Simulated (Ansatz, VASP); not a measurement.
Two plane-wave programs on ScAlN2

INCAR

```
SYSTEM = ScAlN2
PREC = Accurate
ENCUT = 520
EDIFF = 1E-6
ISMEAR = 0
SIGMA = 0.05
LREAL = .False.
LASPH = .True.
NELM = 80
ALGO = Normal
ISIF = 2
LWAVE = .False.
LCHARG = .False.
GGA = PE
NBANDS = 34
```

KPOINTS

```
Automatic mesh
0
Gamma
  8 8 8
  0 0 0
```

File POSCAR:

```
ScAlN2
1.0
   -2.1967422769      2.1967422769      4.1966492994
    2.1967422769     -2.1967422769      4.1966492994
    2.1967422769      2.1967422769     -4.1966492994
Sc Al N
2 2 4
Direct
    0.7500000000      0.2500000000      0.5000000000
    0.0000000000      0.0000000000      0.0000000000
    0.2500000000      0.7500000000      0.5000000000
    0.5000000000      0.5000000000      0.0000000000
    0.4878718694      0.9878718694      0.5000000000
    0.2621281306      0.2621281306      0.0000000000
    0.0121281306      0.5121281306      0.5000000000
    0.7378718694      0.7378718694      0.0000000000
```

Input for Ansatz:

```yaml
crystal:
  lattice:
    - [-2.1967422769, 2.1967422769, 4.1966492994]
    - [2.1967422769, -2.1967422769, 4.1966492994]
    - [2.1967422769, 2.1967422769, -4.1966492994]
  atoms:
    - { symbol: Sc, position: [0.75, 0.25, 0.5] }
    - { symbol: Sc, position: [0.0, 0.0, 0.0] }
    - { symbol: Al, position: [0.25, 0.75, 0.5] }
    - { symbol: Al, position: [0.5, 0.5, 0.0] }
    - { symbol: "N", position: [0.4878718694, 0.9878718694, 0.5] }
    - { symbol: "N", position: [0.2621281306, 0.2621281306, 0.0] }
    - { symbol: "N", position: [0.0121281306, 0.5121281306, 0.5] }
    - { symbol: "N", position: [0.7378718694, 0.7378718694, 0.0] }
basis:
  ecutwfc: 420
kpoints:
  mp_grid: { grid: [8, 8, 8] }
hamiltonian:
  xc: pbe
scf:
  occupations: { method: gaussian, width: 0.05 }
output:
  forces: true
  stress: true
  eigenvalues: true
  write_density: true
  write_potential: true
  elf: true
  volumetric_format: npy
```

Alike in both runs: task single point; functional PBE; k mesh 8 × 8 × 8; occupations gaussian, width 0.05 eV; no spin polarisation.

|  | VASP | Ansatz |
| --- | --- | --- |
| version | VASP 6.6.1 | Ansatz 0.2.0 |
| potentials or method | VASP PAW PBE potentials, release 64 (Sc_sv, Al, N), cutoff 520 eV | scalar-relativistic, plane waves, PAW |
| valence electrons in the cell | 48 | 48 |

|  | VASP | Ansatz | Ansatz less VASP |
| --- | --- | --- | --- |
| gap on the k mesh at the Fermi level (eV) | 0.96 | 0.98 | +0.019 |
| least direct gap on the mesh (eV) | 1.05 | 1.07 | +0.019 |
| pressure (GPa) | 0.6 | 0.0 | -0.62 |
| rms of the force components (eV/Å) | 0.019 | 0.000 | -0.0187 |

Atom by atom the forces differ by 0.019 eV/Å (rms over components).
